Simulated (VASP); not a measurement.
# ZnSe (sol) (F-43m) in VASP: single point with PBEsol

Aim: the single point of ZnSe (sol) with PBEsol.

All numbers are computed with VASP 6.6.1; they aren't measurements. Logs are shortened: lines on timing, memory, paths and dates and some standing lists are left out, and cuts for length are marked.

## (1) The cell of the first run

It takes space group F-43m (No. 216, cubic). The conventional cell has a = 5.633 Å, b = 5.633 Å, c = 5.633 Å, α = 90.00°, β = 90.00°, γ = 90.00°. Within 3.2 Å of Zn (site symmetry -43m) lie 4 Se at 2.44 Å. Se (site symmetry -43m) has 4 Zn at 2.44 Å within 3.2 Å.

## (2) Single point, PBEsol

INCAR reads:

```
ALGO = Normal
EDIFF = 1E-6
ENCUT = 500
GGA = PS
GGA_COMPAT = F
ISIF = 2
ISMEAR = 0
LASPH = T
LCHARG = F
LREAL = F
LWAVE = F
NBANDS = 16
NELM = 120
PREC = Accurate
SIGMA = 0.02
```

KPOINTS reads:

```
k-points
0
Gamma
  8 8 8
```

POSCAR reads:

```
ZnSe
1.0
    0.0000000000      2.8167021548      2.8167021548
    2.8167021548      0.0000000000      2.8167021548
    2.8167021548      2.8167021548      0.0000000000
Zn Se
1 1
Direct
    0.0000000000      0.0000000000      0.0000000000
    0.2500000000      0.2500000000      0.2500000000
```

Potentials or basis: VASP PAW PBE potentials, release 64 (Zn, Se).

On the command line:

```sh
$ cat potpaw_PBE.64/Zn/POTCAR potpaw_PBE.64/Se/POTCAR > POTCAR
$ mpirun -np 1 vasp_std > vasp.out
```

OUTCAR:

```text
EDIFF = 1E-6
   ENCUT = 500
   GGA = PS
   ISIF = 2
   ISMEAR = 0
   LASPH = T
   LREAL = F
   NELM = 120
   PREC = Accurate

 ion  position               nearest neighbor table
   1  0.000  0.000  0.000-   2 2.44   2 2.44   2 2.44   2 2.44
   2  0.250  0.250  0.250-   1 2.44   1 2.44   1 2.44   1 2.44

  LATTYP: Found a face centered cubic cell.
 ALAT       =     5.6334043096

  Lattice vectors:

 A1 = (   0.0000000000,   2.8167021548,   2.8167021548)
 A2 = (   2.8167021548,   0.0000000000,   2.8167021548)
 A3 = (   2.8167021548,   2.8167021548,   0.0000000000)

Analysis of symmetry for initial positions (statically):
=====================================================================
 Subroutine PRICEL returns:
 Original cell was already a primitive cell.

 Routine SETGRP: Setting up the symmetry group for a
 face centered cubic supercell.

 Subroutine GETGRP returns: Found 24 space group operations
 (whereof 24 operations were pure point group operations)
 out of a pool of 48 trial point group operations.

The static configuration has the point symmetry T_d .

Analysis of symmetry for dynamics (positions and initial velocities):
=====================================================================
 Subroutine PRICEL returns:
 Original cell was already a primitive cell.

 Routine SETGRP: Setting up the symmetry group for a
 face centered cubic supercell.

 Subroutine GETGRP returns: Found 24 space group operations
 (whereof 24 operations were pure point group operations)
 out of a pool of 48 trial point group operations.

The dynamic configuration has the point symmetry T_d .

 Subroutine INISYM returns: Found 24 space group operations
 (whereof 24 operations are pure point group operations),
 and found     1 'primitive' translations

----------------------------------------------------------------------------------------

                                     Primitive cell

  volume of cell :      44.6944

  direct lattice vectors                    reciprocal lattice vectors
     0.000000000  2.816702155  2.816702155    -0.177512556  0.177512556  0.177512556
     2.816702155  0.000000000  2.816702155     0.177512556 -0.177512556  0.177512556
     2.816702155  2.816702155  0.000000000     0.177512556  0.177512556 -0.177512556

  length of vectors
     3.983418388  3.983418388  3.983418388     0.307460767  0.307460767  0.307460767

  position of ions in fractional coordinates (direct lattice)
     0.000000000  0.000000000  0.000000000
     0.250000000  0.250000000  0.250000000

[... 77 lines left out ...]
   LREAL  =      F    real-space projection
   EDIFFG = 0.1E-04   stopping-criterion for IOM
   NSW    =      0    number of steps for IOM
   IBRION =     -1    ionic relax: 0-MD 1-quasi-New 2-CG
   NFREE  =      0    steps in history (QN), initial steepest desc. (CG)
   ISIF   =      2    stress and relaxation
   ISYM   =      2    0-nonsym 1-usesym 2-fastsym
   POTIM  = 0.5000    time-step for ionic-motion
   TEBEG  =    0.0;   TEEND  =   0.0 temperature during run
   PSTRESS=    0.0 pullay stress
   NELECT =      18.0000    total number of electrons
   NUPDOWN=      -1.0000    fix difference up-down
   EMIN   =  10.00;   EMAX   =-10.00  energy-range for DOS
   EFERMI =   0.00;   METHOD = LEGACY
   ISMEAR =     0;   SIGMA  =   0.02  broadening in eV -4-tet -1-fermi 0-gaus
   EFERMI_NEDOS =   21; number of points for ismear=-14 and -15
   IALGO  =     38    algorithm
   IMIX   =      4    mixing-type and parameters
     AMIX     =   0.40;   BMIX     =  1.00
     AMIX_MAG =   1.60;   BMIX_MAG =  1.00
  volume/ion in A,a.u.               =      22.35       150.81
  Fermi-wavevector in a.u.,A,eV,Ry     =   1.208968  2.284618 19.886319  1.461603
  Thomas-Fermi vector in A             =   2.344560
   LORBIT       =      0    0 simple, 1 ext, 2 COOP (PROOUT), +10 PAW based schemes
   GGA     = PS    functional components
   LHFCALC =     F    Hartree Fock is set to
   AEXX    =    0.0000 exact exchange contribution
   IVDW    =     0    specifies the selected vdW correction
   LEPSILON=     F    determine dielectric tensor
   LRPA    =     F    only Hartree local field effects (RPA)
 non-spin polarized calculation
 Gauss-broadening in eV      SIGMA  =   0.02
  energy-cutoff  :      500.00
  volume of cell :       44.69
 maximum number of plane-waves:      1158
 NGX is ok and might be reduce to    30
   NGX = 15   NGY = 15   NGZ = 15

 number of electron      17.9999998 magnetization

 Free energy of the ion-electron system (eV)
  ---------------------------------------------------
  ext. energy  EPLUGINS =         0.00000000
  ---------------------------------------------------
  free energy    TOTEN  =        -6.77303011 eV

  energy without entropy =       -6.77303011  energy(sigma->0) =       -6.77303011

 E-fermi :   1.7754     XC(G=0):  -9.6091

 val. band max:        1.6452945015   @ k =   0.0000   0.0000   0.0000
 cond. band min:       2.8882863352   @ k =   0.0000   0.0000   0.0000
 fundamental gap:      1.2429918338
 Fermi energy:         1.7754154093

 k-point     1 :       0.0000    0.0000    0.0000
  band No.  band energies     occupation
      1     -11.7596      2.00000
      2      -4.9795      2.00000
      3      -4.9795      2.00000
      4      -4.9795      2.00000
      5      -4.5912      2.00000
      6      -4.5912      2.00000
[... 433 lines left out ...]
      3      -4.8331      2.00000
      4      -4.6279      2.00000
      5      -4.5844      2.00000
      6      -4.3732      2.00000
[... 8 lines left out ...]
     15      14.3323      0.00000
     16      15.1847      0.00000

 [... further k-points ...]

------------------------ aborting loop because EDIFF is reached ----------------------------------------

  FORCE on cell =-STRESS in cart. coord.  units (eV):
  Direction    XX          YY          ZZ          XY          YZ          ZX
  --------------------------------------------------------------------------------------
  -------------------------------------------------------------------------------------
  Total        0.0739483      0.0739483      0.0739483      0.0000000      0.0000000     -0.0000000
  in kB        2.6508569      2.6508569      2.6508569      0.0000000      0.0000000     -0.0000000
  external PRESSURE =       2.6508569 kB  Pullay stress =       0.0000000 kB

 VOLUME and BASIS-vectors are now :
 -----------------------------------------------------------------------------
  energy-cutoff  :      500.00
  volume of cell :       44.69
      direct lattice vectors                 reciprocal lattice vectors
     0.000000000  2.816702155  2.816702155    -0.177512556  0.177512556  0.177512556
     2.816702155  0.000000000  2.816702155     0.177512556 -0.177512556  0.177512556
     2.816702155  2.816702155  0.000000000     0.177512556  0.177512556 -0.177512556

 POSITION                                       TOTAL-FORCE (eV/Angst)
 -----------------------------------------------------------------------------------
      0.00000      0.00000      0.00000         0.000000      0.000000     -0.000000
      1.40835      1.40835      1.40835        -0.000000     -0.000000      0.000000
 -----------------------------------------------------------------------------------
    total drift:                               -0.000000     -0.000000      0.000000

  FREE ENERGIE OF THE ION-ELECTRON SYSTEM (eV)
  ---------------------------------------------------
  free  energy   TOTEN  =        -6.7730301072 eV

  energy  without entropy=       -6.7730301072  energy(sigma->0) =       -6.77303011
```

stdout:

```text
POSCAR found type information on POSCAR ZnSe
 POSCAR found :  2 types and       2 ions
 scaLAPACK will be used
 -----------------------------------------------------------------------------
|                                                                             |
|                                                                             |
|     You enforced a specific xc type in the INCAR file but a different       |
|     I HOPE YOU KNOW WHAT YOU ARE DOING!                                     |
|                                                                             |
 -----------------------------------------------------------------------------

 LDA part: xc-table for (Slater+PW92), standard interpolation
 POSCAR, INCAR and KPOINTS ok, starting setup
 FFT: planning ... GRIDC
 FFT: planning ... GRID_SOFT
 FFT: planning ... GRID
 WAVECAR not read
 entering main loop
```

It took 15 s on 1 thread of Intel Xeon 6975P-C, shared host; peak memory 0.18 GiB.

Results:

- Free energy: -6.7730 eV
- Pressure: 0.3 GPa
- Band gap on the k mesh: 1.24 eV, direct

Caveat: the PAW data sets were made with another functional, which shifts forces and pressure a little.
